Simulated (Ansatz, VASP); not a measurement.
# Two plane-wave programs on AlN

```
CELL_PARAMETERS angstrom
-3.10667 0.00000 0.00000
-1.55333 -2.69045 0.00000
-0.62133 0.00000 9.95681
ATOMIC_POSITIONS crystal
Al 0.15241 0.33333 0.90460
Al 0.25241 0.33333 0.40460
Al 0.63575 0.66667 0.15460
Al 0.53575 0.66667 0.65460
N 0.31425 0.33333 0.09540
N 0.21425 0.33333 0.59540
N 0.59759 0.66667 0.34540
N 0.49759 0.66667 0.84540
```

Alike in both runs: task single point; functional r2SCAN; k mesh 8 × 8 × 3; occupations gaussian, width 0.05 eV; no spin polarisation.

```csv
,VASP,Ansatz
version,VASP 6.6.1,Ansatz 0.2.0
potentials or method,"VASP PAW PBE potentials, release 64 (Al, N), cutoff 520 eV","scalar-relativistic, plane waves, PAW"
valence electrons in the cell,32,32
```

|  | VASP | Ansatz | Ansatz less VASP |
| --- | --- | --- | --- |
| gap on the k mesh at the Fermi level (eV) | 4.47 | 4.44 | -0.037 |
| least direct gap on the mesh (eV) | 4.47 | 4.44 | -0.037 |
| pressure (GPa) | -1.0 | -0.6 | +0.39 |
| traceless stress, the component that is largest in VASP (GPa) | 6.28 | 6.24 | -0.035 |
| rms of the force components (eV/Å) | 0.379 | 0.377 | -0.0015 |

VASP's potentials were made for PBE, not for r2SCAN. Atom by atom the forces differ by 0.002 eV/Å (rms over components).
